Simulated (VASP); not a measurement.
# Si2O in VASP: further runs

The runs below take Si2O through single point, relaxation of cell and atoms, with PBE.

Everything below comes from runs of VASP 6.6.1. Logs are shortened: lines on timing, memory, paths and dates and some standing lists are left out, and cuts for length are marked.

### Step 1. The cell of the first run

The typed cell holds 6 atoms: a = 7.940 Å, b = 3.458 Å, c = 3.458 Å, α = 88.00°, β = 90.00°, γ = 90.00°.

### Step 2. Single point, PBE

Input file INCAR:

```
ALGO     = Normal         # electronic algorithm
EDIFF    = 1E-6           # SCF threshold, eV
ENCUT    = 520            # plane-wave cutoff, eV
GGA      = PE             # functional
ISIF     = 2              # what is computed and relaxed
ISMEAR   = 0              # smearing method
LASPH    = T              # aspherical terms in the spheres
LCHARG   = F              # write CHGCAR
LREAL    = F              # projectors in reciprocal space
LWAVE    = F              # write WAVECAR
NBANDS   = 23             # bands
NELM     = 80             # most SCF steps
PREC     = Accurate       # precision mode
SIGMA    = 0.1            # smearing width, eV
```

Input file KPOINTS:

```
k-points
0
Gamma
  2 6 6
```

Input file POSCAR:

```
Si2O
1.0
    7.9404711106      0.0000000000      0.0000000000
    0.0000000000      2.4024635379      2.4878468730
    0.0000000000     -2.4024635379      2.4878468730
Si O
4 2
Direct
    0.0415463439      0.3446048134      0.8446003822
    0.4584536561      0.3446048134      0.8446003822
    0.5415463439      0.8446003822      0.3446048134
    0.9584536561      0.8446003822      0.3446048134
    0.7500000000     -0.1553108868      1.3446901841
    0.2500000000      1.3446901841     -0.1553108868
```

Potentials or basis: VASP PAW PBE potentials, release 64 (Si, O).

Run with:

```console
$ cat potpaw_PBE.64/Si/POTCAR potpaw_PBE.64/O/POTCAR > POTCAR
$ mpirun -np 1 vasp_std > vasp.out
```

OUTCAR:

```text
EDIFF = 1E-6
   ENCUT = 520
   GGA = PE
   ISIF = 2
   ISMEAR = 0
   LASPH = T
   LREAL = F
   NELM = 80
   PREC = Accurate

 ion  position               nearest neighbor table
   1  0.042  0.345  0.845-   6 1.66   4 2.49   4 2.49   4 2.57   4 2.57
   2  0.458  0.345  0.845-   6 1.66   3 2.49   3 2.49   3 2.57   3 2.57
   3  0.542  0.845  0.345-   5 1.66   2 2.49   2 2.49   2 2.57   2 2.57
   4  0.958  0.845  0.345-   5 1.66   1 2.49   1 2.49   1 2.57   1 2.57
   5  0.750  0.845  0.345-   3 1.66   4 1.66
   6  0.250  0.345  0.845-   1 1.66   2 1.66

  LATTYP: Found a base centered orthorhombic cell.
 ALAT       =     4.8049270758
 B/A-ratio  =     1.0355399088
 C/A-ratio  =     1.6525684959

  Lattice vectors:

 A1 = (   0.0000000000,   2.4024635379,  -2.4878468730)
 A2 = (   0.0000000000,   2.4024635379,   2.4878468730)
 A3 = (   7.9404711106,   0.0000000000,   0.0000000000)

Analysis of symmetry for initial positions (statically):
=====================================================================
 Subroutine PRICEL returns following result:

  LATTYP: Found a face centered orthorhombic cell.
 ALAT       =     4.8049270758
 B/A-ratio  =     1.0355399088
 C/A-ratio  =     1.6525684959

  Lattice vectors:

 A1 = (  -3.9702355553,   0.0000051456,   2.4878468730)
 A2 = (  -3.9702355553,  -2.4024583923,   0.0000000000)
 A3 = (   0.0000000000,  -2.4024635379,   2.4878468730)

   2 primitive cells build up your supercell.

 Routine SETGRP: Setting up the symmetry group for a
 base centered orthorhombic supercell.

 Subroutine GETGRP returns: Found  4 space group operations
 (whereof  2 operations were pure point group operations)
 out of a pool of  8 trial point group operations.

The static configuration has the point symmetry C_2 .
 The point group associated with its full space group is C_2v.

Analysis of symmetry for dynamics (positions and initial velocities):
=====================================================================
 Subroutine PRICEL returns following result:

  LATTYP: Found a face centered orthorhombic cell.
 ALAT       =     4.8049270758
 B/A-ratio  =     1.0355399088
 C/A-ratio  =     1.6525684959

  Lattice vectors:

 A1 = (  -3.9702355553,   0.0000051456,   2.4878468730)
 A2 = (  -3.9702355553,  -2.4024583923,   0.0000000000)
 A3 = (   0.0000000000,  -2.4024635379,   2.4878468730)

   2 primitive cells build up your supercell.

 Routine SETGRP: Setting up the symmetry group for a
 base centered orthorhombic supercell.

 Subroutine GETGRP returns: Found  4 space group operations
 (whereof  2 operations were pure point group operations)
 out of a pool of  8 trial point group operations.

The dynamic configuration has the point symmetry C_2 .
 The point group associated with its full space group is C_2v.

 Subroutine INISYM returns: Found  4 space group operations
 (whereof  2 operations are pure point group operations),
 and found     2 'primitive' translations

----------------------------------------------------------------------------------------

                                     Primitive cell

  volume of cell :      47.4599

  direct lattice vectors                    reciprocal lattice vectors
    -3.970235555  0.000005146  2.487846873    -0.125936842  0.208119704  0.200977000
    -3.970235555 -2.402458392  0.000000000    -0.125937382 -0.208119704 -0.200977000
     0.000000000 -2.402463538  2.487846873     0.125936842 -0.208119704  0.200977000

  length of vectors
     4.685312415  4.640536250  3.458498679     0.315540257  0.315540472  0.315540257

  position of ions in fractional coordinates (direct lattice)
     0.303058558  0.613848754  0.886146637
     0.886152139  0.196940549  0.303053056
     0.094690720  0.405309280  0.094688578

  ion indices of the primitive-cell ions
   primitive index   ion index
                 1           1
                 2           2
                 3           6

----------------------------------------------------------------------------------------

 KPOINTS: k-points

Automatic generation of k-mesh.
 Grid dimensions read from file:
 generate k-points for:    2    6    6

 Generating k-lattice:

  Cartesian coordinates                     Fractional coordinates (reciprocal lattice)
     0.062968556  0.000000000  0.000000000     0.500000000  0.000000000  0.000000000
     0.000000000  0.034686617  0.033496167     0.000000000  0.166666667  0.000000000
     0.000000000 -0.034686617  0.033496167     0.000000000  0.000000000  0.166666667

  Length of vectors
     0.062968556  0.048219857  0.048219857

  Shift w.r.t. Gamma in fractional coordinates (k-lattice)
     0.000000000  0.000000000  0.000000000

 Subroutine IBZKPT returns following result:
 ===========================================

 Found     26 irreducible k-points:

 Following reciprocal coordinates:
            Coordinates               Weight
  0.000000  0.000000  0.000000      1.000000
  0.500000  0.000000  0.000000      1.000000
  0.000000  0.166667 -0.000000      4.000000
  0.500000  0.166667 -0.000000      4.000000
  0.000000  0.333333 -0.000000      4.000000
  0.500000  0.333333 -0.000000      4.000000
[... 16 lines left out ...]
  0.000000 -0.333333  0.333333      2.000000
  0.500000 -0.333333  0.333333      2.000000
 [... further k-points ...]
   k-points           NKPTS =     26   k-points in BZ     NKDIM =     26   number of bands    NBANDS=     23
   number of dos      NEDOS =    301   number of ions     NIONS =      6
   total plane-waves  NPLWV =  47040
   dimension x,y,z NGX =    60 NGY =   28 NGZ =   28
   dimension x,y,z NGXF=   120 NGYF=   56 NGZF=   56
   ions per type =               4   2
   NGX,Y,Z   is equivalent  to a cutoff of  12.56, 13.46, 13.46 a.u.
   NGXF,Y,Z  is equivalent  to a cutoff of  25.12, 26.92, 26.92 a.u.
 SYSTEM =  unknown system
   PREC   = accura    normal or accurate (medium, high low for compatibility)
   ISTART =      0    job   : 0-new  1-cont  2-samecut
   ICHARG =      2    charge: 1-file 2-atom 10-const
   ISPIN  =      1    spin polarized calculation?
   LNONCOLLINEAR =      F non collinear calculations
   LSORBIT =      F    spin-orbit coupling
   LASPH  =      T    aspherical Exc in radial PAW
   ENCUT  =  520.0 eV  38.22 Ry    6.18 a.u.  14.76  6.43  6.43*2*pi/ulx,y,z
   NELM   =     80;   NELMIN=  2; NELMDL= -5     # of ELM steps
   EDIFF  = 0.1E-05   stopping-criterion for ELM
   LREAL  =      F    real-space projection
   EDIFFG = 0.1E-04   stopping-criterion for IOM
   NSW    =      0    number of steps for IOM
   IBRION =     -1    ionic relax: 0-MD 1-quasi-New 2-CG
   NFREE  =      0    steps in history (QN), initial steepest desc. (CG)
   ISIF   =      2    stress and relaxation
   ISYM   =      2    0-nonsym 1-usesym 2-fastsym
   POTIM  = 0.5000    time-step for ionic-motion
   TEBEG  =    0.0;   TEEND  =   0.0 temperature during run
   PSTRESS=    0.0 pullay stress
   NELECT =      28.0000    total number of electrons
   NUPDOWN=      -1.0000    fix difference up-down
   EMIN   =  10.00;   EMAX   =-10.00  energy-range for DOS
[... 5 lines left out ...]
     AMIX     =   0.40;   BMIX     =  1.00
     AMIX_MAG =   1.60;   BMIX_MAG =  1.00
  volume/ion in A,a.u.               =      15.82       106.76
  Fermi-wavevector in a.u.,A,eV,Ry     =   1.089788  2.059400 16.158788  1.187637
  Thomas-Fermi vector in A             =   2.225998
   LORBIT       =      0    0 simple, 1 ext, 2 COOP (PROOUT), +10 PAW based schemes
   GGA     = PE    functional components
   LHFCALC =     F    Hartree Fock is set to
   AEXX    =    0.0000 exact exchange contribution
   IVDW    =     0    specifies the selected vdW correction
   LEPSILON=     F    determine dielectric tensor
   LRPA    =     F    only Hartree local field effects (RPA)
 non-spin polarized calculation
 Gauss-broadening in eV      SIGMA  =   0.10
  energy-cutoff  :      520.00
  volume of cell :       94.92
 maximum number of plane-waves:      2580
 NGX is ok and might be reduce to    60

 number of electron      27.9999999 magnetization

 Free energy of the ion-electron system (eV)
  ---------------------------------------------------
  ext. energy  EPLUGINS =         0.00000000
  ---------------------------------------------------
  free energy    TOTEN  =       -36.88922051 eV

  energy without entropy =      -36.88059508  energy(sigma->0) =      -36.88490779

 E-fermi :   5.8597     XC(G=0):  -9.5842

 val. band max:        5.7645399249   @ k =   0.5000   0.0000   0.0000
 cond. band min:       5.8694736249   @ k =   0.5000   0.0000   0.0000
 fundamental gap:      0.1049337000
 Fermi energy:         5.8596617655

 k-point     1 :       0.0000    0.0000    0.0000
  band No.  band energies     occupation
      1     -15.1130      2.00000
      2     -14.9876      2.00000
      3      -6.6618      2.00000
      4      -4.4100      2.00000
      5      -3.9980      2.00000
      6      -0.5341      2.00000
[... 15 lines left out ...]
     22      13.2788      0.00000
     23      13.5146      0.00000

 k-point     2 :       0.5000    0.0000    0.0000
  band No.  band energies     occupation
      1     -15.0516      2.00000
      2     -15.0516      2.00000
      3      -5.9909      2.00000
      4      -5.9909      2.00000
      5      -1.9085      2.00000
      6      -1.9085      2.00000
[... 15 lines left out ...]
     22      13.6108      0.00000
     23      14.4388      0.00000

 k-point     3 :       0.0000    0.1667   -0.0000
  band No.  band energies     occupation
      1     -15.0771      2.00000
      2     -14.9685      2.00000
      3      -6.4099      2.00000
      4      -4.1757      2.00000
      5      -4.0161      2.00000
      6      -0.5339      2.00000
[... 15 lines left out ...]
     22      11.9757      0.00000
     23      12.6310      0.00000

 k-point     4 :       0.5000    0.1667   -0.0000
  band No.  band energies     occupation
      1     -15.0237      2.00000
      2     -15.0237      2.00000
      3      -5.7779      2.00000
      4      -5.7779      2.00000
      5      -1.8996      2.00000
      6      -1.8996      2.00000
[... 15 lines left out ...]
     22      12.4604      0.00000
     23      13.1713      0.00000

 k-point     5 :       0.0000    0.3333   -0.0000
  band No.  band energies     occupation
      1     -14.9981      2.00000
      2     -14.9358      2.00000
      3      -5.7160      2.00000
      4      -4.2057      2.00000
      5      -3.4940      2.00000
      6      -1.1433      2.00000
[... 434 lines left out ...]
 k-point    22 :       0.5000    0.5000    0.3333
  band No.  band energies     occupation
      1     -14.8677      2.00000
      2     -14.8677      2.00000
      3      -4.4241      2.00000
      4      -4.4241      2.00000
      5      -0.9292      2.00000
      6      -0.9292      2.00000
[... 15 lines left out ...]
     22      12.5880      0.00000
     23      13.5424      0.00000

 k-point    23 :       0.0000   -0.3333    0.3333
  band No.  band energies     occupation
      1     -14.9046      2.00000
      2     -14.8797      2.00000
      3      -4.9088      2.00000
      4      -4.1941      2.00000
      5      -2.4977      2.00000
      6      -0.6783      2.00000
[... 15 lines left out ...]
     22      13.2306      0.00000
     23      14.0765      0.00000

 k-point    24 :       0.5000   -0.3333    0.3333
  band No.  band energies     occupation
      1     -14.8921      2.00000
      2     -14.8921      2.00000
      3      -4.6415      2.00000
      4      -4.6415      2.00000
      5      -1.4638      2.00000
      6      -1.4638      2.00000
[... 15 lines left out ...]
     22      12.1119      0.00000
     23      14.5527      0.00000

 [... further k-points ...]

------------------------ aborting loop because EDIFF is reached ----------------------------------------

  FORCE on cell =-STRESS in cart. coord.  units (eV):
  Direction    XX          YY          ZZ          XY          YZ          ZX
  --------------------------------------------------------------------------------------
  -------------------------------------------------------------------------------------
  Total        0.1336931      0.0033105     -0.0602376      0.0000000      0.0000000      0.0000000
  in kB        2.2566424      0.0558795     -1.0167669      0.0000000      0.0000000      0.0000000
  external PRESSURE =       0.4319184 kB  Pullay stress =       0.0000000 kB

 VOLUME and BASIS-vectors are now :
 -----------------------------------------------------------------------------
  energy-cutoff  :      520.00
  volume of cell :       94.92
      direct lattice vectors                 reciprocal lattice vectors
     7.940471111  0.000000000  0.000000000     0.125937112  0.000000000  0.000000000
     0.000000000  2.402463538  2.487846873     0.000000000  0.208119704  0.200977000
     0.000000000 -2.402463538  2.487846873     0.000000000 -0.208119704  0.200977000

 POSITION                                       TOTAL-FORCE (eV/Angst)
 -----------------------------------------------------------------------------------
      0.32990     -1.20122      2.95856        -0.022343     -0.000000     -0.000056
      3.64034     -1.20122      2.95856         0.022343     -0.000000     -0.000056
      4.30013      1.20122      2.95856        -0.022343     -0.000000     -0.000056
      7.61057      1.20122      2.95856         0.022343      0.000000     -0.000056
      5.95535      1.20123      2.95899         0.000000      0.000000      0.000112
      1.98512     -1.20123      2.95899         0.000000     -0.000000      0.000112
 -----------------------------------------------------------------------------------
    total drift:                               -0.000431      0.007787      0.000728

  FREE ENERGIE OF THE ION-ELECTRON SYSTEM (eV)
  ---------------------------------------------------
  free  energy   TOTEN  =       -36.8892205112 eV

  energy  without entropy=      -36.8805950782  energy(sigma->0) =      -36.88490779
```

Wall time 34 s (1 thread of Intel Xeon Platinum 8488C (Sapphire Rapids), shared host); peak memory 0.21 GiB.

Results:

| Quantity | Value |
| --- | --- |
| Free energy | -36.8892 eV |
| Pressure | 0.0 GPa |
| Largest force | 0.022 eV/Å |
| Band gap on the k mesh | zero (band 14 reaches 7.64 eV, above the bottom of band 15 at 2.57 eV) |

Forces in eV/Å, atoms in the order of the input:
```
Si  -0.022  0.000  0.000
Si   0.022  0.000  0.000
Si  -0.022  0.000  0.000
Si   0.022  0.000  0.000
O    0.000  0.000  0.000
O    0.000  0.000  0.000
```

Caveat: the k points lie up to 0.40 Å⁻¹ apart.

### Step 3. Single point, PBE

This run uses another cell than the first one: it holds 3 atoms, not 6.

Input file INCAR:

```
SYSTEM = Si2O
PREC = Accurate
ENCUT = 520
EDIFF = 1E-6
ISMEAR = 0
SIGMA = 0.1
LREAL = .FALSE.
LASPH = .TRUE.
NELM = 60
ALGO = Normal
ISIF = 2
LWAVE = .FALSE.
LCHARG = .TRUE.
GGA = PE
LELF = .TRUE.
LVHAR = .TRUE.
NBANDS = 14
```

Input file KPOINTS:

```
regular mesh
0
G
  14 14 14
  0 0 0
```

Input file POSCAR:

```
Si2O
1.0
    0.0000000000      2.4446804366      3.9720841664
    2.4445385702      0.0000000000      3.9720841664
    2.4445385702      2.4446804366      0.0000000000
Si O
2 1
Direct
    0.2084347609      0.2084347609      0.7915652391
    0.7915652391      0.7915652391      0.2084347609
    0.0000000000      0.0000000000      0.0000000000
```

Potentials or basis: VASP PAW PBE potentials, release 64 (Si, O).

Run with:

```console
$ cat potpaw_PBE.64/Si/POTCAR potpaw_PBE.64/O/POTCAR > POTCAR
$ mpirun -np 1 vasp_std > vasp.out
```

OUTCAR:

```text
SYSTEM = Si2O
   PREC = Accurate
   ENCUT = 520
   EDIFF = 1E-6
   ISMEAR = 0
   LREAL = .FALSE.
   LASPH = .TRUE.
   NELM = 60
   ISIF = 2
   GGA = PE

 ion  position               nearest neighbor table
   1  0.208  0.208  0.792-   3 1.66   2 2.53   2 2.53   2 2.53   2 2.53
   2  0.792  0.792  0.208-   3 1.66   1 2.53   1 2.53   1 2.53   1 2.53
   3  0.000  0.000  0.000-   1 1.66   2 1.66

  LATTYP: Found a face centered orthorhombic cell.
 ALAT       =     4.8890771404
 B/A-ratio  =     1.0000580340
 C/A-ratio  =     1.6248809550

  Lattice vectors:

 A1 = (   0.0000000000,   2.4446804366,   3.9720841664)
 A2 = (   2.4445385702,   0.0000000000,   3.9720841664)
 A3 = (   2.4445385702,   2.4446804366,   0.0000000000)

Analysis of symmetry for initial positions (statically):
=====================================================================
 Subroutine PRICEL returns:
 Original cell was already a primitive cell.

 Routine SETGRP: Setting up the symmetry group for a
 face centered orthorhombic supercell.

 Subroutine GETGRP returns: Found  8 space group operations
 (whereof  8 operations were pure point group operations)
 out of a pool of  8 trial point group operations.
[... 182 lines left out ...]
      9       9.2711      0.00000
     10      11.1610      0.00000
     11      11.4586      0.00000
     12      15.3008      0.00000
     13      15.4478      0.00000
     14      16.0803      0.00000
[... 377 lines left out ...]
      1     -15.0212      2.00000
      2      -5.6325      2.00000
      3      -2.2036      2.00000
      4       0.7347      2.00000
      5       1.0653      2.00000
      6       3.9708      2.00000
      7       5.6882      1.97992
      8       6.6922      0.00000
      9       9.6283      0.00000
     10      10.8012      0.00000
     11      13.0046      0.00000
     12      13.0430      0.00000
     13      14.5642      0.00000
     14      15.2191      0.00000

 [... further k-points ...]

------------------------ aborting loop because EDIFF is reached ----------------------------------------

  FORCE on cell =-STRESS in cart. coord.  units (eV):
  Direction    XX          YY          ZZ          XY          YZ          ZX
  --------------------------------------------------------------------------------------
  -------------------------------------------------------------------------------------
  Total       -0.0393649     -0.0402400      0.0616921     -0.0000000      0.0000000      0.0000000
  in kB       -1.3284701     -1.3580056      2.0819606     -0.0000000      0.0000000      0.0000000
  external PRESSURE =      -0.2015050 kB  Pullay stress =       0.0000000 kB

 VOLUME and BASIS-vectors are now :
 -----------------------------------------------------------------------------
  energy-cutoff  :      520.00
  volume of cell :       47.48
      direct lattice vectors                 reciprocal lattice vectors
     0.000000000  2.444680437  3.972084166    -0.204537579  0.204525709  0.125878501
     2.444538570  0.000000000  3.972084166     0.204537579 -0.204525709  0.125878501
     2.444538570  2.444680437  0.000000000     0.204537579  0.204525709 -0.125878501

 POSITION                                       TOTAL-FORCE (eV/Angst)
 -----------------------------------------------------------------------------------
      2.44454      2.44468      1.65584        -0.000000      0.000000      0.023397
      2.44454      2.44468      6.28833        -0.000000      0.000000     -0.023397
      0.00000      0.00000      0.00000         0.000000      0.000000     -0.000000
 -----------------------------------------------------------------------------------
    total drift:                               -0.000000     -0.000000      0.000000

  FREE ENERGIE OF THE ION-ELECTRON SYSTEM (eV)
  ---------------------------------------------------
  free  energy   TOTEN  =       -18.4467377876 eV

  energy  without entropy=      -18.4422692354  energy(sigma->0) =      -18.44450351
```

stdout:

```text
POSCAR found type information on POSCAR SiO
 POSCAR found :  2 types and       3 ions
 scaLAPACK will be used
 LDA part: xc-table for (Slater+PW92), standard interpolation
 POSCAR, INCAR and KPOINTS ok, starting setup
 FFT: planning ... GRIDC
 FFT: planning ... GRID_SOFT
 FFT: planning ... GRID
 WAVECAR not read
 entering main loop
```

Wall time 3.3 min (1 thread of Intel Xeon Platinum 8488C (Sapphire Rapids), shared host); peak memory 0.36 GiB.

What came out:

| Property | Result |
| --- | --- |
| Free energy | -18.4467 eV |
| Pressure | 0.0 GPa |
| Largest force | 0.023 eV/Å |
| Band gap on the k mesh | zero (band 7 reaches 7.73 eV, above the bottom of band 8 at 2.80 eV) |

Forces in eV/Å, atoms in the order of the input:
```
Si   0.000  0.000  0.023
Si   0.000  0.000 -0.023
O    0.000  0.000  0.000
```

[end of part 1 of 2]
